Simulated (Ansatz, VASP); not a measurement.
One calculation of AlNi, two programs

The input INCAR:

```
SYSTEM = AlNi
PREC     = Accurate       ! precision mode
ENCUT    = 520            ! plane-wave cutoff, eV
EDIFF    = 1E-7           ! SCF threshold, eV
ISMEAR   = 0              ! smearing method
SIGMA    = 0.15           ! smearing width, eV
LREAL    = .FALSE.        ! projectors in reciprocal space
LASPH    = .TRUE.         ! aspherical terms in the spheres
NELM     = 60             ! most SCF steps
ALGO     = Fast           ! electronic algorithm
ISIF     = 2              ! what is computed and relaxed
LWAVE    = .FALSE.        ! write WAVECAR
LCHARG   = .TRUE.         ! write CHGCAR
GGA      = PE             ! functional
LELF     = .TRUE.         ! ELF
LVHAR    = .TRUE.       
NBANDS   = 36             ! bands
```

File KPOINTS:

```
Automatic mesh
0
G
  8 8 8
  0 0 0
```

Contents of POSCAR:

```
AlNi
1.0
   -2.8930835280      2.8930835280      2.8930835280
    2.8930835280     -2.8930835280      2.8930835280
    2.8930835280      2.8930835280     -2.8930835280
Al Ni
4 4
Direct
    0.5077588627      0.0256495414      0.4902877931
    0.0077588627      0.5256495414      0.4902877931
    0.0077588627      0.0256495414     -0.0097122069
    0.5077588627      0.5256495414     -0.0097122069
    0.5077588627      0.5256495414      0.4902877931
    0.0077588627      0.0256495414      0.4902877931
   -0.0543120386      0.3204532104      0.0679854485
    0.5077588627      0.0256495414     -0.0097122069
```

Input for Ansatz:

```yaml
crystal:
  lattice:
    - [-2.893083528, 2.893083528, 2.893083528]
    - [2.893083528, -2.893083528, 2.893083528]
    - [2.893083528, 2.893083528, -2.893083528]
  atoms:
    - { symbol: Al, position: [0.5077588627, 0.0256495414, 0.4902877931] }
    - { symbol: Al, position: [0.0077588627, 0.5256495414, 0.4902877931] }
    - { symbol: Al, position: [0.0077588627, 0.0256495414, -0.0097122069] }
    - { symbol: Al, position: [0.5077588627, 0.5256495414, -0.0097122069] }
    - { symbol: Ni, position: [0.5077588627, 0.5256495414, 0.4902877931] }
    - { symbol: Ni, position: [0.0077588627, 0.0256495414, 0.4902877931] }
    - { symbol: Ni, position: [-0.0543120386, 0.3204532104, 0.0679854485] }
    - { symbol: Ni, position: [0.5077588627, 0.0256495414, -0.0097122069] }
basis:
  ecutwfc: 420
kpoints:
  mp_grid: { grid: [8, 8, 8] }
hamiltonian:
  xc: pbe
scf:
  occupations: { method: gaussian, width: 0.15 }
output:
  forces: true
  stress: true
  eigenvalues: true
```

Change from the starting cell: atom 7 moved 1.20 Å.

Alike in both runs: task single point; functional PBE; k mesh 8 × 8 × 8; occupations gaussian, width 0.15 eV; no spin polarisation.

|  | VASP | Ansatz |
| --- | --- | --- |
| version | VASP 6.6.1 | Ansatz 0.2.0 |
| potentials or method | VASP PAW PBE potentials, release 64 (Al, Ni), cutoff 520 eV | scalar-relativistic, plane waves, PAW |
| valence electrons in the cell | 52 | 84 |

|  | VASP | Ansatz | Ansatz less VASP |
| --- | --- | --- | --- |
| gap on the k mesh at the Fermi level (eV) | none | none | - |
| rms of the force components (eV/Å) | 6.602 | 6.808 | +0.2063 |

Atom by atom the forces differ by 0.224 eV/Å (rms over components). A gap of «none» marks a metal or a gap that the smearing closes. With one functional, cell and mesh, what is left measures potentials, basis and numerics. VASP's potentials hold 52 valence electrons a cell and Ansatz's 84, so a difference there can come from the potentials and not from the codes.
